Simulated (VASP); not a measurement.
# Al48N47F (a cell with a defect) in VASP: single point with PBE

Aim: the single point of Al48N47F (a cell with a defect) with PBE.

Program: VASP 6.6.1. These are calculated values, not measurements. Logs are shortened: lines on timing, memory, paths and dates and some standing lists are left out, and cuts for length are marked.

### 1 The cell of the first run

The cell holds a defect, 96 atoms: a = 10.842 Å, b = 10.842 Å, c = 10.035 Å, α = 90.00°, β = 90.00°, γ = 120.00°.

### 2 Single point, PBE

INCAR

```
PREC = Accurate
ENCUT = 520
EDIFF = 1E-6
ISMEAR = 0
SIGMA = 0.01
LREAL = Auto
LASPH = True
NELM = 120
ALGO = Normal
ISIF = 2
LWAVE = False
LCHARG = False
GGA = PE
NBANDS = 247
GGA_COMPAT = False
ISYM = -1
```

KPOINTS

```
explicit points
1
Reciprocal
  0.25000000   0.25000000   0.25000000 1
```

POSCAR

```
Al48N47F
1.0
    9.3892708211      5.4208981504      0.0000000000
   -9.3892709202      5.4208979788      0.0000000000
    0.0000000000      0.0000000000     10.0348065900
Al N F
48 47 1
Direct
   -0.0001683916      0.1663496499      0.2520003306
    0.1661142703     -0.0012074319      0.2515948441
    0.3338941021      0.3313644337      0.2512896543
    0.0004039461      0.3330948022      0.5015474017
    0.1664289244      0.1650758720      0.5012736662
    0.3334122715     -0.0002724346      0.5002484692
    0.0003945619      0.1655485955      0.7512141942
    0.1674369127     -0.0005555105      0.7509463810
    0.3306903668      0.3319874974      0.7505949310
    0.0007453942      0.3322399702      1.0031003412
    0.1661062189      0.1656220464      1.0016534370
    0.3330275813     -0.0017766299      1.0015943863
   -0.0020109297      0.6646038553      0.2526998237
    0.1673873973      0.4992087812      0.2522674700
    0.3328051795      0.8319814633      0.2520100525
   -0.0008198406      0.8303688242      0.5009869967
    0.1668703548      0.6655982939      0.5015106018
    0.3344738726      0.4992087416      0.5007746710
    0.0046437620      0.6683794466      0.7544223214
    0.1669262322      0.4992839491      0.7517613559
    0.3341731188      0.8330012179      0.7511990397
    0.0011939011      0.8336641859      1.0021730979
    0.1677381858      0.6661716231      1.0031048391
    0.3331810839      0.4991868774      1.0017422417
    0.4993306668      0.1657125899      0.2488467504
    0.6664970390     -0.0003989251      0.2515833582
    0.8325716775      0.3338823582      0.2527158125
    0.5038325158      0.3339108448      0.5070912179
    0.6680176380      0.1681935174      0.5009287089
    0.8328250010     -0.0012649923      0.5002986578
    0.5002356428      0.1633246322      0.7508475634
    0.6672343775     -0.0009272032      0.7509589478
    0.8355121146      0.3301760000      0.7543634844
    0.4950616365      0.3271503880      0.9909181186
    0.6667135351      0.1647679051      1.0021009826
    0.8339771873      0.0001855010      1.0016598532
    0.5018434453      0.6669008922      0.2514322080
    0.6605524966      0.4989044244      0.2051439699
    0.8328185135      0.8326123953      0.2489863214
    0.5007993512      0.8331872530      0.5012988776
    0.6698153202      0.6643842494      0.5076511892
    0.8295813165      0.4997008846      0.5149992120
    0.4980073926      0.6665691556      0.7507600617
    0.6693661186      0.4993591076      0.7454562627
    0.8362161364      0.8353070717      0.7511049884
    0.4996944927      0.8327460788      1.0017141084
    0.6671224909      0.6711704995      0.9911119963
    0.8364714624      0.4992082835      0.9951472912
   -0.0001998539      0.1656475168      0.4422057444
    0.1658377470     -0.0018909810      0.4419895339
    0.3342451667      0.3308113695      0.4438508091
   -0.0002335980      0.3332285887      0.1936049248
    0.1658750696      0.1655118173      0.1924898332
    0.3324831750     -0.0019245089      0.1922883728
    0.0001601924      0.1660877072      0.9422123330
    0.1676028156     -0.0001235920      0.9420045597
    0.3302594383      0.3322482385      0.9398796127
    0.0013667952      0.3320221018      0.6922275380
    0.1658411913      0.1646988431      0.6916183536
    0.3334603427     -0.0011913620      0.6907594218
   -0.0012885317      0.6635068078      0.4433551291
    0.1678247984      0.4993261873      0.4424812424
    0.3338724268      0.8328012397      0.4422153463
   -0.0003698831      0.8321567591      0.1925909752
    0.1657422507      0.6650974828      0.1935836958
    0.3346344759      0.4991531132      0.1929708623
    0.0030331244      0.6684941599      0.9440705199
    0.1664569802      0.4992446252      0.9429613030
    0.3333384842      0.8323848316      0.9422068215
    0.0008910269      0.8322908795      0.6917710903
    0.1686282372      0.6664861586      0.6922278979
    0.3331744942      0.4992490384      0.6912482242
    0.5010739109      0.1687227798      0.4404135895
    0.6669379146      0.0004446963      0.4419355821
    0.8342712670      0.3354022352      0.4434254356
    0.4935455598      0.3249324163      0.1792484402
    0.6666222847      0.1661950983      0.1925531574
    0.8334250831      0.0001314023      0.1923076949
    0.5000528260      0.1623165621      0.9397636974
    0.6669377412     -0.0013978073      0.9420207015
    0.8337760183      0.3299916659      0.9440026027
    0.4975802932      0.3300629827      0.6976366168
    0.6678392875      0.1661733423      0.6916766633
    0.8338562170     -0.0003230735      0.6908186123
    0.5031319383      0.6673669386      0.4439816391
    0.8317657699      0.8299943626      0.4405046807
    0.4996056506      0.8326959081      0.1925510547
    0.6677784493      0.6729782336      0.1796290009
    0.8317703504      0.4991716684      0.1886853821
    0.4972363784      0.6661896669      0.9400605574
    0.6662808459      0.4992038121      0.9440406904
    0.8370079800      0.8361703204      0.9400428050
    0.5004066857      0.8337277154      0.6916215319
    0.6668120249      0.6686457111      0.6981446403
    0.8406932236      0.4992471121      0.7054856703
    0.5997179731      0.4978401088      0.3737895583
```

Potentials or basis: VASP PAW PBE potentials, release 64 (Al, N, F).

Started as:

```console
$ cat potpaw_PBE.64/Al/POTCAR potpaw_PBE.64/N/POTCAR potpaw_PBE.64/F/POTCAR > POTCAR
$ mpirun -np 1 vasp_std > vasp.out
```

OUTCAR:

```text
PREC = Accurate
   ENCUT = 520
   EDIFF = 1E-6
   ISMEAR = 0
   LREAL = Auto
   LASPH = True
   NELM = 120
   ISIF = 2
   GGA = PE
   ISYM = -1

 ion  position               nearest neighbor table
   1  1.000  0.166  0.252-  78 1.90  53 1.90  52 1.90  49 1.91  10 3.07  30 3.08   4 3.09   5 3.09
                            36 3.09  11 3.09  14 3.13  26 3.13  39 3.13   2 3.13   3 3.14  27 3.14
   2  0.166  0.999  0.252-  64 1.90  54 1.90  53 1.90  50 1.91  22 3.08   6 3.08   5 3.09  11 3.09
                            16 3.09  12 3.10   3 3.12  25 3.13  39 3.13  15 3.13   1 3.13  13 3.14
   3  0.334  0.331  0.251-  53 1.90  66 1.91  76 1.91  51 1.93  11 3.09   5 3.09  18 3.09  24 3.10
                            38 3.10  25 3.11   2 3.12   1 3.14  14 3.14  37 3.15  28 3.15  34 3.16
   4  0.000  0.333  0.502-  62 1.90  75 1.91  49 1.91  58 1.91  14 3.09   1 3.09  20 3.09  27 3.09
                             7 3.09  33 3.09  29 3.12  17 3.12   5 3.14  18 3.14  30 3.14  42 3.17
   5  0.166  0.165  0.501-  51 1.90  50 1.90  49 1.90  59 1.91   9 3.08   2 3.09   8 3.09   7 3.09
                             1 3.09   3 3.09   6 3.12  30 3.13   4 3.14  18 3.14  16 3.14  28 3.17
   6  0.333  1.000  0.500-  50 1.90  63 1.90  60 1.91  73 1.92   2 3.08  15 3.08  31 3.09   8 3.09
                            25 3.10  21 3.10   5 3.12  40 3.14  17 3.14  16 3.14  28 3.14  29 3.14
   7  0.000  0.166  0.751-  58 1.89  59 1.90  84 1.90  55 1.92   5 3.09  11 3.09  36 3.09  33 3.09
                             4 3.09  45 3.10   9 3.10  30 3.10  10 3.11   8 3.13  32 3.13  20 3.13
   8  0.167  0.999  0.751-  59 1.90  60 1.90  70 1.90  56 1.92   5 3.09   6 3.09  12 3.09  22 3.10
                            11 3.10  16 3.10  19 3.11  45 3.11   9 3.12  31 3.12   7 3.13  21 3.13
   9  0.331  0.332  0.751-  59 1.90  82 1.90  72 1.90  57 1.90  34 3.01  28 3.08   5 3.08  18 3.08
[... 23 lines left out ...]
  21  0.334  0.833  0.751-  71 1.89  93 1.90  60 1.90  69 1.92  12 3.09  46 3.09  40 3.09  17 3.09
                            19 3.09  43 3.10  31 3.10   6 3.10  23 3.11  32 3.13   8 3.13  20 3.13
  22  0.001  0.834  0.002-  67 1.89  92 1.90  56 1.90  64 1.91  39 3.07  19 3.08   2 3.08  45 3.09
                             8 3.10  13 3.10  12 3.12  11 3.12  36 3.13  23 3.14  47 3.14  48 3.14
  23  0.168  0.666  0.003-  67 1.89  69 1.90  68 1.90  65 1.91  19 3.07  15 3.08  14 3.09  20 3.10
                            13 3.10  21 3.11  48 3.11  46 3.12  12 3.12  24 3.12  10 3.14  22 3.14
  24  0.333  0.499  0.002-  90 1.90  57 1.90  68 1.90  66 1.92  20 3.09  14 3.09  43 3.10   9 3.10
                             3 3.10  37 3.10  23 3.12  10 3.12  46 3.13  11 3.13  34 3.14  47 3.14
  25  0.499  0.166  0.249-  76 1.89  77 1.90  54 1.90  73 1.92  12 3.07  35 3.07   6 3.10   3 3.11
                            29 3.11   2 3.13  27 3.13  26 3.13  15 3.13  34 3.14  28 3.16  38 3.16
  26  0.666  1.000  0.252-  77 1.90  78 1.90  87 1.90  74 1.91  35 3.08  30 3.08  40 3.09  46 3.09
                            29 3.09  36 3.09  37 3.12  25 3.13  39 3.13   1 3.13  15 3.13  27 3.14
  27  0.833  0.334  0.253-  77 1.91  89 1.91  52 1.91  75 1.91  29 3.07   4 3.09  35 3.10  10 3.10
                            13 3.11  25 3.13  48 3.13  26 3.14   1 3.14  14 3.14  42 3.20  38 3.20
  28  0.504  0.334  0.507-  73 1.90  82 1.91  51 1.93  96 2.04  44 2.99  31 3.06  42 3.06   9 3.08
                            29 3.10  41 3.10   6 3.14  18 3.14   3 3.15  25 3.16   5 3.17
  29  0.668  0.168  0.501-  75 1.90  74 1.91  73 1.91  83 1.91  27 3.07  31 3.08  26 3.09  28 3.10
                            32 3.11  33 3.11  25 3.11  42 3.12   4 3.12  30 3.14   6 3.14  40 3.15
  30  0.833  0.999  0.500-  74 1.90  49 1.90  84 1.91  86 1.92  26 3.08   1 3.08  45 3.09  32 3.09
                            39 3.10   7 3.10  40 3.12   5 3.13  29 3.14   4 3.14  41 3.14  16 3.14
  31  0.500  0.163  0.751-  60 1.89  79 1.90  83 1.90  82 1.90  34 3.01  28 3.06  29 3.08   6 3.09
                            12 3.09  35 3.10  21 3.10  32 3.11   8 3.12  33 3.15  44 3.16   9 3.18
  32  0.667  0.999  0.751-  93 1.90  84 1.90  83 1.90  80 1.92  40 3.09  30 3.09  36 3.09  35 3.10
                            46 3.10  29 3.11  33 3.11  31 3.11  43 3.12  45 3.12  21 3.13   7 3.13
  33  0.836  0.330  0.754-  95 1.87  58 1.89  81 1.90  83 1.91  48 3.03  42 3.04  10 3.07  35 3.08
                             7 3.09   4 3.09  29 3.11  32 3.11  20 3.11  31 3.15  44 3.15  19 3.18
  34  0.495  0.327  0.991-  57 1.89  79 1.89  76 1.89  91 1.92  38 2.82  31 3.01   9 3.01  12 3.09
                            11 3.09  44 3.10  24 3.14  25 3.14  35 3.14   3 3.16  48 3.21  47 3.23
  35  0.667  0.165  0.002-  81 1.89  79 1.90  80 1.90  77 1.91  25 3.07  33 3.08  26 3.08  31 3.10
                            32 3.10  27 3.10  36 3.12  46 3.12  12 3.13  10 3.14  34 3.14  48 3.14
  36  0.834  0.000  0.002-  55 1.90  92 1.90  80 1.90  78 1.91  39 3.07   1 3.09   7 3.09  47 3.09
[... 329 lines left out ...]
   NUPDOWN=      -1.0000    fix difference up-down
   EMIN   =  10.00;   EMAX   =-10.00  energy-range for DOS
   EFERMI =   0.00;   METHOD = LEGACY
   ISMEAR =     0;   SIGMA  =   0.01  broadening in eV -4-tet -1-fermi 0-gaus
   EFERMI_NEDOS =   21; number of points for ismear=-14 and -15
   IALGO  =     38    algorithm
   IMIX   =      4    mixing-type and parameters
     AMIX     =   0.40;   BMIX     =  1.00
     AMIX_MAG =   1.60;   BMIX_MAG =  1.00
  volume/ion in A,a.u.               =      10.64        71.81
  Fermi-wavevector in a.u.,A,eV,Ry     =   1.183559  2.236602 19.059202  1.400812
  Thomas-Fermi vector in A             =   2.319791
   LORBIT       =      0    0 simple, 1 ext, 2 COOP (PROOUT), +10 PAW based schemes
   GGA     = PE    functional components
   LHFCALC =     F    Hartree Fock is set to
   AEXX    =    0.0000 exact exchange contribution
   IVDW    =     0    specifies the selected vdW correction
   LEPSILON=     F    determine dielectric tensor
   LRPA    =     F    only Hartree local field effects (RPA)
 non-spin polarized calculation
 Gauss-broadening in eV      SIGMA  =   0.01
  energy-cutoff  :      520.00
  volume of cell :     1021.51
 maximum number of plane-waves:     27493
 NGX is ok and might be reduce to    80
   NGX = 41   NGY = 41   NGZ = 37

 number of electron     385.9999981 magnetization

 Free energy of the ion-electron system (eV)
  ---------------------------------------------------
  ext. energy  EPLUGINS =         0.00000000
  ---------------------------------------------------
  free energy    TOTEN  =      -706.57150863 eV

  energy without entropy =     -706.57150863  energy(sigma->0) =     -706.57150863

 E-fermi :   8.0151     XC(G=0): -10.8328

 val. band max:        7.9642536209   @ k =   0.2500   0.2500   0.2500
 cond. band min:      10.4292955837   @ k =   0.2500   0.2500   0.2500
 fundamental gap:      2.4650419628
 Fermi energy:         8.0150966484

 k-point     1 :       0.2500    0.2500    0.2500
  band No.  band energies     occupation
      1     -18.4881      2.00000
      2      -8.8440      2.00000
      3      -8.6088      2.00000
      4      -8.6031      2.00000
      5      -8.3936      2.00000
      6      -8.1892      2.00000
[... 197 lines left out ...]
    204      11.7089      0.00000
    205      11.7309      0.00000
 [bands above 205 left out]

------------------------ aborting loop because EDIFF is reached ----------------------------------------

  FORCE on cell =-STRESS in cart. coord.  units (eV):
  Direction    XX          YY          ZZ          XY          YZ          ZX
  --------------------------------------------------------------------------------------
  -------------------------------------------------------------------------------------
  Total        2.6842078      2.0175056     10.6248032      0.1190229      1.1327917      1.6902709
  in kB        4.2100243      3.1643406     16.6643878      0.1866805      1.7767181      2.6510919
  external PRESSURE =       8.0129176 kB  Pullay stress =       0.0000000 kB

 VOLUME and BASIS-vectors are now :
 -----------------------------------------------------------------------------
  energy-cutoff  :      520.00
  volume of cell :     1021.51
      direct lattice vectors                 reciprocal lattice vectors
     9.389270821  5.420898150  0.000000000     0.053252270  0.092235640  0.000000000
    -9.389270920  5.420897979  0.000000000    -0.053252272  0.092235639  0.000000000
     0.000000000  0.000000000 10.034806590     0.000000000  0.000000000  0.099653141

 POSITION                                       TOTAL-FORCE (eV/Angst)
 -----------------------------------------------------------------------------------
      7.82579      6.32175      2.52877        -0.000176      0.000193      0.004677
     -7.81824      6.31484      2.52471         0.000524     -0.001494      0.002473
      0.02375      3.60630      2.52164        -0.000125     -0.002461     -0.000298
     -3.12372      1.80786      5.03293        -0.004767      0.000298      0.001349
      0.01270      1.79705      5.03018         0.000809     -0.000663      0.001702
     -6.25621      7.22682      5.01990        -0.001213      0.001046      0.002308
[... 88 lines left out ...]
      3.20593      7.26368      7.07941        -0.005459     -0.003144      0.003284
      0.95656      5.94975      3.75091        -0.002339     -0.001584      0.035154
 -----------------------------------------------------------------------------------
    total drift:                                0.026248     -0.015033      0.101895

  FREE ENERGIE OF THE ION-ELECTRON SYSTEM (eV)
  ---------------------------------------------------
  free  energy   TOTEN  =      -706.5715086307 eV

  energy  without entropy=     -706.5715086307  energy(sigma->0) =     -706.57150863
```

Wall time 15 min (1 thread of AMD EPYC 7R43 (Zen 3), shared host); peak memory 1.2 GiB.

Results:

```yaml
Free_energy: -706.5715 eV
Pressure: 0.8 GPa
Largest_force: 0.035 eV/Å
Band_gap_on_the_k_mesh: 2.46 eV
```

Forces on the atoms (eV/Å):
```
Al   0.000  0.000  0.005
Al   0.001 -0.001  0.002
Al   0.000 -0.002  0.000
Al  -0.005  0.000  0.001
Al   0.001 -0.001  0.002
Al  -0.001  0.001  0.002
Al   0.000  0.000  0.002
Al  -0.001  0.002  0.002
Al   0.004  0.004  0.000
Al  -0.001 -0.001  0.002
Al   0.002  0.000  0.002
Al   0.000  0.001  0.001
Al   0.003  0.002  0.003
Al  -0.002  0.000  0.003
Al  -0.001 -0.001  0.002
Al   0.004  0.000 -0.001
Al  -0.002 -0.004  0.002
Al  -0.001 -0.002  0.001
Al  -0.001 -0.005 -0.001
Al   0.000  0.000  0.004
Al   0.000  0.000  0.002
Al  -0.001 -0.002  0.003
Al  -0.001  0.000  0.003
Al   0.001 -0.001  0.002
Al   0.001 -0.006 -0.002
Al  -0.001  0.000  0.002
Al   0.009  0.002  0.001
Al  -0.003 -0.001  0.001
Al   0.000  0.003  0.000
Al   0.001 -0.001  0.001
Al  -0.002  0.001  0.001
Al   0.001  0.000  0.001
Al  -0.006  0.004  0.000
Al  -0.002 -0.002  0.002
Al   0.002 -0.002 -0.001
Al   0.000 -0.001  0.004
Al  -0.002  0.000 -0.002
Al  -0.008  0.002 -0.031
Al  -0.003  0.003  0.001
Al  -0.003  0.000  0.000
Al   0.004 -0.002 -0.007
Al   0.023  0.016 -0.019
Al   0.003 -0.001  0.003
Al  -0.014 -0.009  0.029
Al   0.000 -0.003  0.001
Al   0.000  0.000  0.006
Al  -0.001 -0.002  0.001
Al  -0.003 -0.004 -0.007
N    0.001  0.000  0.000
N   -0.002  0.001 -0.002
N   -0.003  0.001 -0.007
N    0.000  0.000 -0.004
N   -0.002 -0.001 -0.002
N    0.001  0.001  0.000
N    0.000 -0.001 -0.003
N    0.000  0.001 -0.002
N    0.001 -0.001  0.000
N    0.001  0.000  0.001
N    0.000 -0.002 -0.002
N    0.000  0.000 -0.002
N   -0.001  0.006 -0.007
N    0.002  0.001 -0.003
N    0.001  0.002 -0.001
N    0.000  0.000 -0.003
N    0.000  0.000 -0.003
N    0.000  0.000 -0.001
N    0.002 -0.001  0.000
N   -0.002 -0.001 -0.002
N   -0.001  0.000 -0.003
N    0.000 -0.002 -0.002
N    0.001  0.002  0.000
N   -0.001  0.000 -0.001
N    0.007 -0.002 -0.007
N   -0.001 -0.001 -0.001
N    0.005 -0.003 -0.008
N    0.002  0.001  0.002
N    0.000  0.001 -0.002
N    0.000  0.001  0.000
N   -0.001 -0.001 -0.001
N    0.000  0.000 -0.001
N   -0.001  0.002  0.000
N   -0.002  0.004  0.005
N   -0.001  0.002 -0.002
N   -0.001  0.000 -0.002
N   -0.002 -0.001 -0.006
N    0.002  0.006 -0.005
N   -0.001 -0.001 -0.002
N    0.001 -0.001  0.003
N    0.006  0.003  0.010
N    0.002  0.003 -0.001
N    0.003  0.002  0.000
N   -0.003 -0.001 -0.002
N   -0.001  0.002 -0.001
N    0.004 -0.003  0.002
N   -0.005 -0.003  0.003
F   -0.002 -0.002  0.035
```

Levels at points of the mesh, in eV from the valence-band top:
| k point | band 189 | band 190 | band 191 | band 192 | band 193 | band 194 | band 195 | band 196 | band 197 | band 198 |
| --- | --- | --- | --- | --- | --- | --- | --- | --- | --- | --- |
| (0.25, 0.25, 0.25) | -2.32 | -2.30 | -2.27 | -2.22 | 0.00 | 2.46 | 2.79 | 3.16 | 3.36 | 3.45 |
